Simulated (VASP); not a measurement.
# CaSe (Fm-3m) in VASP: notebook

CaSe is run at these levels: PBEsol; tasks: relaxation of cell and atoms.

All numbers are computed with VASP 6.6.1; they aren't measurements. Logs are shortened: lines on timing, memory, paths and dates and some standing lists are left out, and cuts for length are marked.

### Step 1. The cell of the first run

The structure is cubic, space group Fm-3m (No. 225). The conventional cell has a = 5.869 Å, b = 5.869 Å, c = 5.869 Å, α = 90.00°, β = 90.00°, γ = 90.00°. Ca (site symmetry m-3m) has 6 Se at 2.93 Å within 3.9 Å. Se (site symmetry m-3m) has 6 Ca at 2.93 Å within 3.9 Å.

### Step 2. Relaxation of cell and atoms, PBEsol, target pressure -2 GPa, at which the enthalpy is minimised

Input file INCAR:

```
PREC     = Accurate       # precision mode
ENCUT    = 600            # plane-wave cutoff, eV
EDIFF    = 1E-6           # SCF threshold, eV
ISMEAR   = 0              # smearing method
SIGMA    = 0.01           # smearing width, eV
LREAL    = False          # projectors in reciprocal space
LASPH    = True           # aspherical terms in the spheres
NELM     = 100            # most SCF steps
ALGO     = Normal         # electronic algorithm
ISIF     = 3              # what is computed and relaxed
LWAVE    = False          # write WAVECAR
LCHARG   = False          # write CHGCAR
GGA      = PS             # functional
IBRION   = 2              # ionic algorithm
NSW      = 100            # ionic steps
EDIFFG   = -0.002         # ionic threshold
PSTRESS  = -20.0
```

Input file KPOINTS:

```
regular mesh
0
Gamma
  8 8 8
```

Input file POSCAR:

```
CaSe
1.0
    2.9344505834      2.9344505834      0.0000000000
   -2.9344505834      2.9344505834      0.0000000000
    0.0000000000      2.9344505834      2.9344505834
Ca Se
1 1
Direct
    0.0000000000      0.0000000000      0.0000000000
    0.5000000000      0.5000000000      0.0000000000
```

Potentials or basis: VASP PAW PBE potentials, release 64 (Ca_sv, Se).

Command:

```bash
cat potpaw_PBE.64/Ca_sv/POTCAR potpaw_PBE.64/Se/POTCAR > POTCAR
mpirun -np 1 vasp_std > vasp.out
```

OUTCAR:

```text
PREC = Accurate
   ENCUT = 600
   EDIFF = 1E-6
   ISMEAR = 0
   LREAL = False
   LASPH = True
   NELM = 100
   ISIF = 3
   GGA = PS
   IBRION = 2
   NSW = 100
   EDIFFG = -0.002
   PSTRESS = -20.0

 ion  position               nearest neighbor table
   1  0.000  0.000  0.000-   2 2.93   2 2.93   2 2.93   2 2.93   2 2.93   2 2.93
   2  0.500  0.500  0.000-   1 2.93   1 2.93   1 2.93   1 2.93   1 2.93   1 2.93

  LATTYP: Found a face centered cubic cell.
 ALAT       =     5.8689011668

  Lattice vectors:

 A1 = (   0.0000000000,   2.9344505834,   2.9344505834)
 A2 = (   2.9344505834,   0.0000000000,   2.9344505834)
 A3 = (   2.9344505834,   2.9344505834,   0.0000000000)

Analysis of symmetry for initial positions (statically):
=====================================================================
 Subroutine PRICEL returns:
 Original cell was already a primitive cell.

 Routine SETGRP: Setting up the symmetry group for a
 face centered cubic supercell.

 Subroutine GETGRP returns: Found 48 space group operations
 (whereof 48 operations were pure point group operations)
 out of a pool of 48 trial point group operations.

The static configuration has the point symmetry O_h .

Analysis of symmetry for dynamics (positions and initial velocities):
=====================================================================
 Subroutine PRICEL returns:
 Original cell was already a primitive cell.

 Routine SETGRP: Setting up the symmetry group for a
 face centered cubic supercell.

 Subroutine GETGRP returns: Found 48 space group operations
 (whereof 48 operations were pure point group operations)
 out of a pool of 48 trial point group operations.

The dynamic configuration has the point symmetry O_h .

 Subroutine INISYM returns: Found 48 space group operations
 (whereof 48 operations are pure point group operations),
 and found     1 'primitive' translations

----------------------------------------------------------------------------------------

                                     Primitive cell

  volume of cell :      50.5371

  direct lattice vectors                    reciprocal lattice vectors
     2.934450583  2.934450583  0.000000000     0.170389647  0.170389647 -0.170389647
    -2.934450583  2.934450583  0.000000000    -0.170389647  0.170389647 -0.170389647
     0.000000000  2.934450583  2.934450583     0.000000000  0.000000000  0.340779295

  length of vectors
     4.149939813  4.149939813  4.149939813     0.295123526  0.295123526  0.340779295

  position of ions in fractional coordinates (direct lattice)
     0.000000000  0.000000000  0.000000000
     0.500000000  0.500000000  0.000000000

  ion indices of the primitive-cell ions
   primitive index   ion index
                 1           1
                 2           2

----------------------------------------------------------------------------------------

 KPOINTS: regular mesh

Automatic generation of k-mesh.
 Grid dimensions read from file:
 generate k-points for:    8    8    8

 Generating k-lattice:

  Cartesian coordinates                     Fractional coordinates (reciprocal lattice)
     0.021298706  0.021298706 -0.021298706     0.125000000  0.000000000  0.000000000
    -0.021298706  0.021298706 -0.021298706     0.000000000  0.125000000  0.000000000
     0.000000000  0.000000000  0.042597412     0.000000000  0.000000000  0.125000000

  Length of vectors
     0.036890441  0.036890441  0.042597412

  Shift w.r.t. Gamma in fractional coordinates (k-lattice)
     0.000000000  0.000000000  0.000000000

 Subroutine IBZKPT returns following result:
 ===========================================

 Found     29 irreducible k-points:

 Following reciprocal coordinates:
            Coordinates               Weight
  0.000000  0.000000  0.000000      1.000000
  0.125000  0.000000  0.000000      8.000000
  0.250000  0.000000  0.000000      8.000000
  0.375000  0.000000  0.000000      8.000000
  0.500000  0.000000  0.000000      4.000000
  0.125000  0.125000  0.000000     12.000000
[... 16 lines left out ...]
  0.375000  0.250000  0.125000     48.000000
  0.500000  0.250000  0.125000     24.000000
 [... further k-points ...]
   k-points           NKPTS =     29   k-points in BZ     NKDIM =     29   number of bands    NBANDS=     12
   number of dos      NEDOS =    301   number of ions     NIONS =      2
   total plane-waves  NPLWV =  46656
   dimension x,y,z NGX =    36 NGY =   36 NGZ =   36
   dimension x,y,z NGXF=    72 NGYF=   72 NGZF=   72
   ions per type =               1   1
   NGX,Y,Z   is equivalent  to a cutoff of  14.42, 14.42, 14.42 a.u.
   NGXF,Y,Z  is equivalent  to a cutoff of  28.84, 28.84, 28.84 a.u.
 SYSTEM =  unknown system
   PREC   = accura    normal or accurate (medium, high low for compatibility)
   ISTART =      0    job   : 0-new  1-cont  2-samecut
   ICHARG =      2    charge: 1-file 2-atom 10-const
   ISPIN  =      1    spin polarized calculation?
   LNONCOLLINEAR =      F non collinear calculations
   LSORBIT =      F    spin-orbit coupling
   LASPH  =      T    aspherical Exc in radial PAW
   ENCUT  =  600.0 eV  44.10 Ry    6.64 a.u.   8.29  8.29  8.29*2*pi/ulx,y,z
   NELM   =    100;   NELMIN=  2; NELMDL= -5     # of ELM steps
   EDIFF  = 0.1E-05   stopping-criterion for ELM
   LREAL  =      F    real-space projection
   EDIFFG = -.2E-02   stopping-criterion for IOM
   NSW    =    100    number of steps for IOM
   IBRION =      2    ionic relax: 0-MD 1-quasi-New 2-CG
   NFREE  =      1    steps in history (QN), initial steepest desc. (CG)
   ISIF   =      3    stress and relaxation
   ISYM   =      2    0-nonsym 1-usesym 2-fastsym
   POTIM  = 0.5000    time-step for ionic-motion
   TEBEG  =    0.0;   TEEND  =   0.0 temperature during run
   PSTRESS=  -20.0 pullay stress
   NELECT =      16.0000    total number of electrons
   NUPDOWN=      -1.0000    fix difference up-down
   EMIN   =  10.00;   EMAX   =-10.00  energy-range for DOS
   EFERMI =   0.00;   METHOD = LEGACY
   ISMEAR =     0;   SIGMA  =   0.01  broadening in eV -4-tet -1-fermi 0-gaus
   EFERMI_NEDOS =   21; number of points for ismear=-14 and -15
   IALGO  =     38    algorithm
   IMIX   =      4    mixing-type and parameters
     AMIX     =   0.40;   BMIX     =  1.00
     AMIX_MAG =   1.60;   BMIX_MAG =  1.00
  volume/ion in A,a.u.               =      25.27       170.52
  Fermi-wavevector in a.u.,A,eV,Ry     =   1.115779  2.108516 16.938735  1.244962
  Thomas-Fermi vector in A             =   2.252386
   LORBIT       =      0    0 simple, 1 ext, 2 COOP (PROOUT), +10 PAW based schemes
   GGA     = PS    functional components
   LHFCALC =     F    Hartree Fock is set to
   AEXX    =    0.0000 exact exchange contribution
   IVDW    =     0    specifies the selected vdW correction
   LEPSILON=     F    determine dielectric tensor
   LRPA    =     F    only Hartree local field effects (RPA)
 conjugate gradient relaxation of ions
 non-spin polarized calculation
 Gauss-broadening in eV      SIGMA  =   0.01
  energy-cutoff  :      600.00
  volume of cell :       50.54
 maximum number of plane-waves:      1708
 NGX is ok and might be reduce to    36
   NGX = 17   NGY = 17   NGZ = 17

--------------------------------------- Ionic step        1  -------------------------------------------

 number of electron      16.0000000 magnetization

 Free energy of the ion-electron system (eV)
  ---------------------------------------------------
  ext. energy  EPLUGINS =         0.00000000
  ---------------------------------------------------
  free energy    TOTEN  =       -10.07447629 eV

  energy without entropy =      -10.07447629  energy(sigma->0) =      -10.07447629

 E-fermi :   2.5865     XC(G=0):  -9.4279

 val. band max:        2.5079246957   @ k =   0.0000   0.0000   0.0000
 cond. band min:       4.3744906524   @ k =   0.5000   0.5000   0.0000
 fundamental gap:      1.8665659567
 Fermi energy:         2.5865345000

 k-point     1 :       0.0000    0.0000    0.0000
  band No.  band energies     occupation
      1     -36.9622      2.00000
      2     -18.0418      2.00000
      3     -18.0418      2.00000
      4     -18.0418      2.00000
      5      -9.4009      2.00000
      6       2.5079      2.00000
      7       2.5079      2.00000
      8       2.5079      2.00000
      9       5.8176      0.00000
     10       6.1444      0.00000
     11       6.1444      0.00000
     12       6.1444      0.00000

 k-point     2 :       0.1250    0.0000    0.0000
  band No.  band energies     occupation
      1     -36.9611      2.00000
      2     -18.0620      2.00000
      3     -18.0431      2.00000
      4     -18.0431      2.00000
      5      -9.3006      2.00000
      6       1.6999      2.00000
      7       2.2509      2.00000
      8       2.2509      2.00000
      9       6.0519      0.00000
     10       6.3674      0.00000
     11       6.3674      0.00000
     12       6.8232      0.00000
[... 381 lines left out ...]
 VOLUME and BASIS-vectors are now :
 -----------------------------------------------------------------------------
  energy-cutoff  :      600.00
  volume of cell :       53.13
      direct lattice vectors                 reciprocal lattice vectors
     2.983877924  2.983877924  0.000000000     0.167567177  0.167567177 -0.167567177
    -2.983877924  2.983877924  0.000000000    -0.167567177  0.167567177 -0.167567177
     0.000000000  2.983877924  2.983877924    -0.000000000 -0.000000000  0.335134354

 POSITION                                       TOTAL-FORCE (eV/Angst)
 -----------------------------------------------------------------------------------
      0.00000      5.96776      0.00000        -0.000000      0.000000      0.000000
      0.00000      2.98388      0.00000         0.000000      0.000000      0.000000
 -----------------------------------------------------------------------------------
    total drift:                               -0.000000      0.000000     -0.000000

  FREE ENERGIE OF THE ION-ELECTRON SYSTEM (eV)
  ---------------------------------------------------
  free  energy   TOTEN  =       -10.0577114085 eV

  energy  without entropy=      -10.0577114085  energy(sigma->0) =      -10.05771141

  enthalpy is  TOTEN    =       -10.7209847815 eV   P V=       -0.6632733729

--------------------------------------- Ionic step        3  -------------------------------------------

 number of electron      16.0000001 magnetization

 Free energy of the ion-electron system (eV)
  ---------------------------------------------------
  ext. energy  EPLUGINS =         0.00000000
  ---------------------------------------------------
  free energy    TOTEN  =       -10.06061360 eV

  energy without entropy =      -10.06061360  energy(sigma->0) =      -10.06061360

 E-fermi :   2.2581     XC(G=0):  -9.2324

 val. band max:        2.1904946057   @ k =   0.0000   0.0000   0.0000
 cond. band min:       4.1712206119   @ k =   0.5000   0.5000   0.0000
 fundamental gap:      1.9807260061
 Fermi energy:         2.2581169026

 k-point     1 :       0.0000    0.0000    0.0000
  band No.  band energies     occupation
      1     -37.4176      2.00000
      2     -18.4879      2.00000
      3     -18.4879      2.00000
      4     -18.4879      2.00000
      5      -9.5577      2.00000
      6       2.1905      2.00000
      7       2.1905      2.00000
      8       2.1905      2.00000
      9       5.2561      0.00000
     10       5.8477      0.00000
     11       5.8477      0.00000
     12       5.8477      0.00000

 k-point     2 :       0.1250    0.0000    0.0000
  band No.  band energies     occupation
      1     -37.4167      2.00000
      2     -18.5040      2.00000
      3     -18.4890      2.00000
      4     -18.4890      2.00000
      5      -9.4688      2.00000
      6       1.4160      2.00000
      7       1.9577      2.00000
      8       1.9577      2.00000
      9       5.6619      0.00000
     10       6.0568      0.00000
     11       6.0568      0.00000
     12       6.3263      0.00000
[... 343 lines left out ...]
 VOLUME and BASIS-vectors are now :
 -----------------------------------------------------------------------------
  energy-cutoff  :      600.00
  volume of cell :       52.91
      direct lattice vectors                 reciprocal lattice vectors
     2.979701830  2.979701830  0.000000000     0.167802025  0.167802025 -0.167802025
    -2.979701830  2.979701830  0.000000000    -0.167802025  0.167802025 -0.167802025
     0.000000000  2.979701830  2.979701830    -0.000000000 -0.000000000  0.335604049

 POSITION                                       TOTAL-FORCE (eV/Angst)
 -----------------------------------------------------------------------------------
      0.00000      2.97970      2.97970        -0.000000      0.000000      0.000000
      0.00000      2.97970      0.00000         0.000000     -0.000000      0.000000
 -----------------------------------------------------------------------------------
    total drift:                               -0.000000      0.000000      0.000000

  FREE ENERGIE OF THE ION-ELECTRON SYSTEM (eV)
  ---------------------------------------------------
  free  energy   TOTEN  =       -10.0606136045 eV

  energy  without entropy=      -10.0606136045  energy(sigma->0) =      -10.06061360

  enthalpy is  TOTEN    =       -10.7211060156 eV   P V=       -0.6604924111

 reached required accuracy - stopping structural energy minimisation
```

It took 49 s on 1 thread of AMD EPYC 7R13 (Zen 3), shared host; peak memory 0.18 GiB.

What came out:

```
Free energy                                                : -10.0606 eV
Relaxed volume                                             : 26.46 Å³/atom
Relaxed cell                                               : a = 4.214 Å, b = 4.214 Å, c = 4.214 Å, α = 60.00°, β = 60.00°, γ = 90.00°
Space group after relaxing (to 0.1 Å)                      : Fm-3m (No. 225)
Energy change on relaxing (the run minimises the enthalpy) : +6.9 meV/atom
Ionic steps                                                : 3
Pressure after relaxing                                    : -2.0 GPa
Band gap on the k mesh                                     : 1.98 eV (least direct gap 2.91 eV)
```

The path:
| step | energy change (eV) | largest force (eV/Å) | pressure (GPa) | volume (Å³) |
| --- | --- | --- | --- | --- |
| 1 | 0.0000 | 0.0000 | 0.21 | 50.54 |
| 2 | 0.0168 | 0.0000 | -2.18 | 53.13 |
| 3 | 0.0139 | 0.0000 | -1.99 | 52.91 |

Final structure:
```
Ca Se
1.0
     2.97970    2.97970    0.00000
    -2.97970    2.97970    0.00000
     0.00000    2.97970    2.97970
Ca Se
1 1
Direct
  0.00000 0.00000 0.00000
  0.50000 0.50000 0.00000
```

Caveat: the cell is relaxed towards a set pressure, so the run minimises the enthalpy, not the energy; the PAW data sets were made with another functional, which shifts forces and pressure a little. Zero-point motion and thermal expansion aren't in these numbers.

[end of part 1 of 2]
